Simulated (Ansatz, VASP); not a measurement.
## O in VASP and in Ansatz

INCAR

```
SYSTEM = O
PREC = Accurate ; ENCUT = 520
EDIFF = 1E-8 ; ISMEAR = -1
SIGMA = 0.02 ; LREAL = .FALSE.
LASPH = .TRUE. ; NELM = 100
ALGO = Normal ; ISIF = 2
LWAVE = .FALSE. ; LCHARG = .FALSE.
GGA = CA ; LEFG = .TRUE.
NBANDS = 13
```

Contents of KPOINTS:

```
regular mesh
0
G
  10 10 10
  0 0 0
```

File POSCAR:

```
O
1.0
    1.4233490221      0.8217709410      3.4083000000
   -1.4233490221      0.8217709410      3.4083000000
    0.0000000000     -1.6435418821      3.4083000000
O
2
Direct
    0.0577000000      0.0577000000      0.0577000000
    0.9423000000      0.9423000000      0.9423000000
```

Input for Ansatz:

```yaml
crystal:
  lattice:
    - [1.4233490221, 0.821770941, 3.4083]
    - [-1.4233490221, 0.821770941, 3.4083]
    - [0.0, -1.6435418821, 3.4083]
  atoms:
    - { symbol: O, position: [0.0577, 0.0577, 0.0577] }
    - { symbol: O, position: [0.9423, 0.9423, 0.9423] }
kpoints:
  mp_grid: { grid: [10, 10, 10] }
  band_path:
    path:
      - [0.0, 0.0, 0.0]
      - [0.5, 0.5, 0.5]
      - [0.7945777149, 0.2054222851, 0.5]
      - [0.5, -0.2054222851, 0.2054222851]
      - [0.5, 0.0, 0.0]
      - [0.0, 0.0, 0.0]
      - [0.3527111426, -0.3527111426, 0.0]
      - [0.6472888574, 0.0, 0.3527111426]
      - [0.5, 0.0, 0.5]
    npoints: 5
scf:
  occupations: { method: fermi_dirac, width: 0.02 }
hamiltonian:
  xc: lda
  pseudopotentials: { kind: paw }
output:
  forces: true
  stress: true
  eigenvalues: true
  efg: { contact_densities: true }
  write_density: true
  write_potential: true
  elf: true
  volumetric_format: npy
```

Alike in both runs: task electric field gradients; functional LDA; k mesh 10 × 10 × 10; occupations fermi-dirac, width 0.02 eV; no spin polarisation.

```csv
,VASP,Ansatz
version,VASP 6.6.1,Ansatz 0.2.0
potentials or method,"VASP PAW LDA potentials, release 64 (O)","PAW with Ansatz's default frozen-core files, scalar-relativistic"
plane-wave cutoff (eV),520,420
valence electrons in the cell,12,12
```

```tsv
	VASP	Ansatz	Ansatz less VASP
pressure (GPa)	1.5	-3.7	-5.22
traceless stress, the component that is largest in VASP (GPa)	27.56	16.38	-11.181
rms of the force components (eV/Å)	2.034	0.795	-1.2399
size of Vzz on the site where it differs most (V/Å²)	115.3	114.1	-1.19
```

LDA's correlation is that of Perdew and Zunger in VASP and of Perdew and Wang (1992) in Ansatz. Atom by atom the forces differ by 1.240 eV/Å (rms over components).

Noted on VASP's run: the standard files for N, O and F lose accuracy on very short bonds; spin is off for a triplet molecule.
